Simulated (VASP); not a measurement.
## B4N3: single point with PBE

The system is B4N3.

```
B N
1.0
    -1.66134    0.00000    2.88722
    -3.27020    0.00000   -2.84796
     2.46577   -4.20385   -0.01963
B N
4 3
Cartesian
  -0.4420 -2.1306 -0.9236
  0.4420 -2.1306 0.9236
  -0.8307 -4.1684 1.4436
  -0.8307 -0.0057 1.4436
  -1.6351 -2.7920 -1.4240
  -2.0722 -0.6920 1.5754
  -2.8594 -0.6920 -1.5362
```

```
Program             : VASP 6.6.1
Task                : single point
Functional          : PBE
Potentials or basis : VASP PAW PBE potentials, release 64 (B, N)
Cutoff              : 520 eV
k mesh              : 8 × 8 × 8
Occupations         : gaussian, width 0.2 eV
Spin                : no spin polarisation
```

```json
{
 "Pressure": "0.1 GPa",
 "Largest force": "0.055 eV/Å"
}
```

Forces on the atoms (eV/Å):
```
B    0.008  0.015  0.052
B   -0.008  0.015 -0.052
B    0.000 -0.023  0.000
B    0.000  0.004  0.000
N    0.000 -0.026  0.000
N    0.007  0.007 -0.006
N   -0.007  0.007  0.006
```

Stress tensor (GPa, compression positive):
```
 0.29  0.00 -0.07
 0.00  0.36  0.00
-0.07  0.00 -0.24
```

Levels at points of the mesh, in eV from the Fermi level:
```tsv
k point	band 10	band 11	band 12	band 13	band 14	band 15	band 16	band 17	band 18	band 19
(0.00, 0.00, 0.00)	-4.40	-4.10	-2.72	-1.69	1.11	1.47	4.62	5.17	6.77	7.61
(0.50, 0.00, 0.00)	-5.05	-4.82	-2.84	-2.47	-0.88	2.32	3.69	5.22	6.39	8.94
(0.00, 0.50, 0.00)	-4.36	-3.27	-2.88	-1.68	1.09	2.98	3.87	5.04	5.98	6.63
(0.50, 0.50, 0.00)	-3.92	-3.54	-2.73	-1.70	-1.12	2.15	3.86	5.08	6.42	8.40
(0.00, 0.00, 0.50)	-3.86	-3.19	-3.13	-3.07	0.47	2.10	3.89	4.29	6.80	7.67
(0.50, 0.50, 0.50)	-5.21	-4.82	-2.51	-1.61	-0.63	2.46	4.29	5.95	6.50	6.61
```

It took 88 s on 1 thread of Intel(R) Xeon(R) 6975P-C (Granite Rapids) (shared host), peak memory 0.27 GiB.
